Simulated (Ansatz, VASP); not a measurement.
One calculation of BaTiO3, two programs

```xyz
5
Lattice="3.9841 0.0000 0.0000 0.0000 2.8371 2.9027 0.0000 -2.8371 2.9027" Properties=species:S:1:pos:R:3 pbc="T T T"
Ba    0.0000    0.0000    0.0550
Ti    1.9921    0.0000    3.0454
O     0.0000    0.0000    2.8420
O     1.9921   -1.3866    4.2746
O     1.9921    1.3866    4.2746
```

Change from the starting cell: z stretched by +2 %, ions relaxed.

Alike in both runs: functional PBE; k mesh 8 × 8 × 8; occupations fermi-dirac, width 0.02 eV; no spin polarisation.

Ansatz relaxed the structure, and its values are those at the end. VASP's run is a single point on that final structure, the one shown.

|  | VASP | Ansatz |
| --- | --- | --- |
| version | VASP 6.6.1 | Ansatz 0.2.0 |
| potentials or method | VASP PAW PBE potentials, release 64 (Ba_sv, Ti_sv, O) | plane-wave PAW, scalar-relativistic |
| plane-wave cutoff (eV) | 520 | 420 |
| valence electrons in the cell | 40 | 40 |

Ansatz gave:

```
gap on the k mesh at the Fermi level (eV) : 2.28
pressure (GPa)                            : 2.0
rms of the force components (eV/Å)        : 0.001
```

Task: Estimate VASP's values.

Result: gap on the k mesh at the Fermi level (eV): 2.23; pressure (GPa): 3.6; rms of the force components (eV/Å): 0.033.

Ansatz's warnings: stress scf threshold loose.

Spin-orbit coupling is off throughout.
